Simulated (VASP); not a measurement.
# Ti (Fd-3m) in VASP: notebook

Runs on Ti. Level: r2SCAN. Tasks: relaxation of cell and atoms, single point.

Program: VASP 6.6.1. These are calculated values, not measurements. Logs are shortened: lines on timing, memory, paths and dates and some standing lists are left out, and cuts for length are marked.

## 1. The cell of the first run

The structure is cubic, space group Fd-3m (No. 227). The conventional cell has a = 5.756 Å, b = 5.756 Å, c = 5.756 Å, α = 90.00°, β = 90.00°, γ = 90.00°. Within 3.3 Å of Ti (site symmetry -43m) lie 4 Ti at 2.49 Å.

## 2. Relaxation of cell and atoms, r2SCAN

Contents of POSCAR:

```
Ti
1.0
    0.0000000000      2.8780170575      2.8780170575
    2.8780170575      0.0000000000      2.8780170575
    2.8780170575      2.8780170575      0.0000000000
Ti
2
Direct
    0.1250000000      0.1250000000      0.1250000000
    0.8750000000      0.8750000000      0.8750000000
```

Contents of INCAR.step1:

```
PREC = Accurate
ENCUT = 600
ISMEAR = -1
SIGMA = 0.1
LREAL = False
LASPH = True
NELM = 80
GGA = PE
ALGO = Normal
EDIFF = 1E-4
LWAVE = True
LCHARG = False
```

Contents of INCAR.step2:

```
PREC = Accurate
ENCUT = 600
EDIFF = 1E-7
ISMEAR = -1
SIGMA = 0.1
LREAL = False
LASPH = True
NELM = 80
ALGO = Normal
ISIF = 3
LWAVE = False
LCHARG = False
METAGGA = R2SCAN
LMIXTAU = True
IBRION = 2
NSW = 80
EDIFFG = -0.01
ISTART = 1
```

Contents of KPOINTS:

```
Automatic mesh
0
Gamma
  10 10 10
```

Potentials or basis: VASP PAW PBE potentials, release 64 (Ti_sv).

Launch:

```console
cat potpaw_PBE.64/Ti_sv/POTCAR > POTCAR
cp INCAR.step1 INCAR
mpirun -np 1 vasp_std > vasp.out
cp INCAR.step2 INCAR
mpirun -np 1 vasp_std > vasp.out
```

OUTCAR:

```text
PREC = Accurate
   ENCUT = 600
   EDIFF = 1E-7
   ISMEAR = -1
   LREAL = False
   LASPH = True
   NELM = 80
   ISIF = 3
   METAGGA = R2SCAN
   IBRION = 2
   NSW = 80
   EDIFFG = -0.01
   ISTART = 1

 ion  position               nearest neighbor table
   1  0.125  0.125  0.125-   2 2.49   2 2.49   2 2.49   2 2.49
   2  0.875  0.875  0.875-   1 2.49   1 2.49   1 2.49   1 2.49

  LATTYP: Found a face centered cubic cell.
 ALAT       =     5.7560341150

  Lattice vectors:

 A1 = (   0.0000000000,   2.8780170575,   2.8780170575)
 A2 = (   2.8780170575,   0.0000000000,   2.8780170575)
 A3 = (   2.8780170575,   2.8780170575,   0.0000000000)

Analysis of symmetry for initial positions (statically):
=====================================================================
 Subroutine PRICEL returns:
 Original cell was already a primitive cell.

 Routine SETGRP: Setting up the symmetry group for a
 face centered cubic supercell.

 Subroutine GETGRP returns: Found 48 space group operations
 (whereof 12 operations were pure point group operations)
 out of a pool of 48 trial point group operations.

The static configuration has the point symmetry D_3d.
 The point group associated with its full space group is O_h .

Analysis of symmetry for dynamics (positions and initial velocities):
=====================================================================
 Subroutine PRICEL returns:
 Original cell was already a primitive cell.

 Routine SETGRP: Setting up the symmetry group for a
 face centered cubic supercell.

 Subroutine GETGRP returns: Found 48 space group operations
 (whereof 12 operations were pure point group operations)
 out of a pool of 48 trial point group operations.

The dynamic configuration has the point symmetry D_3d.
 The point group associated with its full space group is O_h .

 Subroutine INISYM returns: Found 48 space group operations
 (whereof 12 operations are pure point group operations),
 and found     1 'primitive' translations

----------------------------------------------------------------------------------------

                                     Primitive cell

  volume of cell :      47.6771

  direct lattice vectors                    reciprocal lattice vectors
     0.000000000  2.878017058  2.878017058    -0.173730728  0.173730728  0.173730728
     2.878017058  0.000000000  2.878017058     0.173730728 -0.173730728  0.173730728
[... 95 lines left out ...]
   PSTRESS=    0.0 pullay stress
   NELECT =      24.0000    total number of electrons
   NUPDOWN=      -1.0000    fix difference up-down
   EMIN   =  10.00;   EMAX   =-10.00  energy-range for DOS
   EFERMI =   0.00;   METHOD = LEGACY
   ISMEAR =    -1;   SIGMA  =   0.10  broadening in eV -4-tet -1-fermi 0-gaus
   EFERMI_NEDOS =   21; number of points for ismear=-14 and -15
   IALGO  =     38    algorithm
   IMIX   =      4    mixing-type and parameters
     AMIX     =   0.40;   BMIX     =  1.00
     AMIX_MAG =   1.60;   BMIX_MAG =  1.00
  volume/ion in A,a.u.               =      23.84       160.87
  Fermi-wavevector in a.u.,A,eV,Ry     =   1.302293  2.460976 23.075016  1.695966
  Thomas-Fermi vector in A             =   2.433370
   LORBIT       =      0    0 simple, 1 ext, 2 COOP (PROOUT), +10 PAW based schemes
   METAGGA = R2SCAN    functional components
   LHFCALC =     F    Hartree Fock is set to
   AEXX    =    0.0000 exact exchange contribution
   IVDW    =     0    specifies the selected vdW correction
   LEPSILON=     F    determine dielectric tensor
   LRPA    =     F    only Hartree local field effects (RPA)
 conjugate gradient relaxation of ions
 non-spin polarized calculation
  energy-cutoff  :      600.00
  volume of cell :       47.68
 maximum number of plane-waves:      1639
 NGX is ok and might be reduce to    36
   NGX = 17   NGY = 17   NGZ = 17

--------------------------------------- Ionic step        1  -------------------------------------------

 number of electron      24.0000000 magnetization

 Free energy of the ion-electron system (eV)
  ---------------------------------------------------
  ext. energy  EPLUGINS =         0.00000000
  ---------------------------------------------------
  free energy    TOTEN  =       -20.78999536 eV

  energy without entropy =      -20.57760999  energy(sigma->0) =      -20.68380267

------------------------ aborting loop because EDIFF is reached ----------------------------------------

  FORCE on cell =-STRESS in cart. coord.  units (eV):
  Direction    XX          YY          ZZ          XY          YZ          ZX
  --------------------------------------------------------------------------------------
  -------------------------------------------------------------------------------------
  Total       -0.7528299     -0.7528299     -0.7528299      0.0000000      0.0000000      0.0000000
  in kB      -25.2986509    -25.2986509    -25.2986509      0.0000000      0.0000000      0.0000000
  external PRESSURE =     -25.2986509 kB  Pullay stress =       0.0000000 kB
[... 95 lines left out ...]
--------------------------------------- Ionic step        4  -------------------------------------------

 number of electron      24.0000002 magnetization

 Free energy of the ion-electron system (eV)
  ---------------------------------------------------
  ext. energy  EPLUGINS =         0.00000000
  ---------------------------------------------------
  free energy    TOTEN  =       -20.82364952 eV

  energy without entropy =      -20.63283688  energy(sigma->0) =      -20.72824320

 E-fermi :   5.8896     XC(G=0): -10.8967

 val. band max:        5.8892987870   @ k =   0.1000   0.0000   0.0000
 cond. band min:       5.8951560667   @ k =   0.4000   0.0000   0.0000
 fundamental gap:      0.0058572798
 Fermi energy:         5.8895812398

 k-point     1 :       0.0000    0.0000    0.0000
  band No.  band energies     occupation
      1     -53.2567      2.00000
      2     -52.6578      2.00000
      3     -28.7053      2.00000
      4     -28.7053      2.00000
      5     -28.7053      2.00000
      6     -27.8739      2.00000
[... 433 lines left out ...]
      3     -28.8880      2.00000
      4     -28.8785      2.00000
      5     -28.4906      2.00000
      6     -28.1066      2.00000
[... 8 lines left out ...]
     15       6.8648      0.00012
     16       8.4350      0.00000

 [... further k-points ...]

------------------------ aborting loop because EDIFF is reached ----------------------------------------

  FORCE on cell =-STRESS in cart. coord.  units (eV):
  Direction    XX          YY          ZZ          XY          YZ          ZX
  --------------------------------------------------------------------------------------
  -------------------------------------------------------------------------------------
  Total        0.0001443      0.0001443      0.0001443     -0.0000000      0.0000000     -0.0000000
  in kB        0.0052934      0.0052934      0.0052934     -0.0000000      0.0000000     -0.0000000
  external PRESSURE =       0.0052934 kB  Pullay stress =       0.0000000 kB
[... 17 lines left out ...]
  FREE ENERGIE OF THE ION-ELECTRON SYSTEM (eV)
  ---------------------------------------------------
  free  energy   TOTEN  =       -20.8236495180 eV

  energy  without entropy=      -20.6328368785  energy(sigma->0) =      -20.72824320

 reached required accuracy - stopping structural energy minimisation
```

OSZICAR.step1:

```text
N       E                     dE             d eps       ncg     rms          rms(c)
DAV:   1     0.270314209523E+03    0.27031E+03   -0.14443E+04  1504   0.190E+03
DAV:   2     0.170031580274E+02   -0.25331E+03   -0.25191E+03  1560   0.510E+02
DAV:   3    -0.982805967457E+01   -0.26831E+02   -0.26563E+02  2928   0.136E+02
DAV:   4    -0.118011775506E+02   -0.19731E+01   -0.19561E+01  1752   0.373E+01
DAV:   5    -0.119423484966E+02   -0.14117E+00   -0.14093E+00  2368   0.699E+00    0.827E+00
DAV:   6    -0.110022684514E+02    0.94008E+00   -0.76305E+00  1888   0.235E+01    0.259E+00
DAV:   7    -0.110411224011E+02   -0.38854E-01   -0.26778E-01  2048   0.487E+00    0.200E+00
DAV:   8    -0.110780461721E+02   -0.36924E-01   -0.17356E-01  1528   0.432E+00    0.812E-01
DAV:   9    -0.110783102094E+02   -0.26404E-03   -0.27344E-02  1648   0.171E+00    0.136E-01
DAV:  10    -0.110785054219E+02   -0.19521E-03   -0.28482E-03  2160   0.489E-01    0.599E-02
DAV:  11    -0.110784952139E+02    0.10208E-04   -0.18008E-04  1144   0.109E-01
   1 F= -.11078495E+02 E0= -.10966741E+02  d E =-.223508E+00
```

It took 8.7 min on 1 thread of Intel Xeon Platinum 8559C (Emerald Rapids), shared host; peak memory 0.24 GiB.

What came out:

* Free energy: -20.8236 eV
* Relaxed volume: 21.83 Å³/atom
* Relaxed cell: a = 3.953 Å, b = 3.953 Å, c = 3.953 Å, α = 60.00°, β = 60.00°, γ = 60.00°
* Space group after relaxing (to 0.05 Å): Fd-3m (No. 227)
* Energy gained by relaxing: 16.8 meV/atom
* Ionic steps: 4
* Pressure after relaxing: 0.0 GPa
* Band gap on the k mesh: zero (band 12 reaches 6.00 eV, above the bottom of band 13 at 5.74 eV)

Step by step:
```tsv
step	energy change (eV)	largest force (eV/Å)	pressure (GPa)	volume (Å³)
1	0.0000	0.0000	-2.53	47.68
2	-0.0289	0.0000	-1.04	45.13
3	-0.0336	0.0000	-0.07	43.77
4	-0.0337	0.0000	0.00	43.67
```

Final structure:
```
Ti
1.0
     0.00000    2.79499    2.79499
     2.79499    0.00000    2.79499
     2.79499    2.79499    0.00000
Ti
2
Direct
  0.12500 0.12500 0.12500
  0.87500 0.87500 0.87500
```

Levels at points of the mesh, in eV from the Fermi level:
| k point | band 9 | band 10 | band 11 | band 12 | band 13 | band 14 | band 15 | band 16 |
| --- | --- | --- | --- | --- | --- | --- | --- | --- |
| (0.00, 0.00, 0.00) | -5.26 | -0.80 | -0.80 | -0.15 | -0.15 | -0.15 | 1.81 | 1.81 |
| (0.50, 0.00, 0.00) | -1.88 | -1.71 | -0.80 | -0.80 | -0.13 | -0.13 | 0.55 | 2.64 |
| (0.50, 0.50, 0.00) | -2.13 | -2.13 | 0.00 | 0.00 | 0.36 | 0.36 | 1.56 | 1.56 |

Caveat: the PAW data sets were made with another functional, which shifts forces and pressure a little.

## 3. Single point, r2SCAN, collinear spin, ferromagnetic start

This run uses another cell than the first one, of 28.62 Å³/atom, 1.201 times its volume.

Contents of POSCAR:

```
Ti
1.0
    0.0000000000      3.0588472670      3.0588472670
    3.0588472670      0.0000000000      3.0588472670
    3.0588472670      3.0588472670      0.0000000000
Ti
2
Direct
    0.1250000000      0.1250000000      0.1250000000
    0.8750000000      0.8750000000      0.8750000000
```

Contents of INCAR.step1:

```
  ALGO = Normal
  EDIFF = 1E-4
  ENCUT = 520
  GGA = PE
  ISMEAR = -1
  ISPIN = 2
  LASPH = T
  LCHARG = F
  LMAXMIX = 4
  LREAL = F
  LWAVE = T
  MAGMOM = 1 1
  NBANDS = 23
  NELM = 150
  PREC = Accurate
  SIGMA = 0.05
```

Contents of INCAR.step2:

```
  ALGO = Normal
  EDIFF = 1E-6
  ENCUT = 520
  ISIF = 2
  ISMEAR = -1
  ISPIN = 2
  ISTART = 1
  LASPH = T
  LCHARG = T
  LELF = T
  LMAXMIX = 4
  LMIXTAU = T
  LORBIT = 11
  LREAL = F
  LVHAR = T
  LWAVE = F
  MAGMOM = 1 1
  METAGGA = R2SCAN
  NBANDS = 23
  NELM = 150
  PREC = Accurate
  SIGMA = 0.05
```

Contents of KPOINTS:

```
k-points
0
Gamma
  10 10 10
```

Potentials or basis: VASP PAW PBE potentials, release 64 (Ti_sv).

Launch:

```console
cat potpaw_PBE.64/Ti_sv/POTCAR > POTCAR
cp INCAR.step1 INCAR
mpirun -np 1 vasp_std > vasp.out
cp INCAR.step2 INCAR
mpirun -np 1 vasp_std > vasp.out
```

It took 6.1 min on 1 thread of Intel Xeon Platinum 8259CL at 2.50GHz (Skylake/Cascade Lake), shared host; peak memory 0.27 GiB.

The run converged. Its results:

```
Free energy                                           : -22.1201 eV
Pressure                                              : 0.1 GPa
Net moment                                            : 5.54 μB per cell
Site moments                                          : Ti +2.06 μB
Valence electrons inside the program's atomic spheres : Ti 10.28
```

Levels at points of the mesh, in eV from the Fermi level:
Spin up:
```
           k point  band 12  band 13  band 14  band 15  band 16  band 17  band 18  band 19
(0.00, 0.00, 0.00)    -1.31    -0.99    -0.99     0.73     0.73     0.73     2.72     2.72
(0.50, 0.00, 0.00)    -1.19    -1.10    -0.97    -0.97     1.43     1.43     2.19     2.19
(0.50, 0.50, 0.00)    -1.56    -1.10    -1.10     0.82     0.82     2.33     2.33     2.97
```
Spin down:
```tsv
k point	band 5	band 6	band 7	band 8	band 9	band 10	band 11	band 12	band 13	band 14
(0.00, 0.00, 0.00)	-32.91	-32.53	-32.53	-32.53	-3.84	1.52	1.52	1.93	1.93	1.93
(0.50, 0.00, 0.00)	-32.91	-32.54	-32.48	-32.48	-0.86	-0.37	1.35	1.35	2.06	2.06
(0.50, 0.50, 0.00)	-32.72	-32.72	-32.44	-32.44	-0.43	-0.43	1.96	1.96	2.18	2.18
```

Caveat: the PAW data sets were made with another functional, which shifts forces and pressure a little.
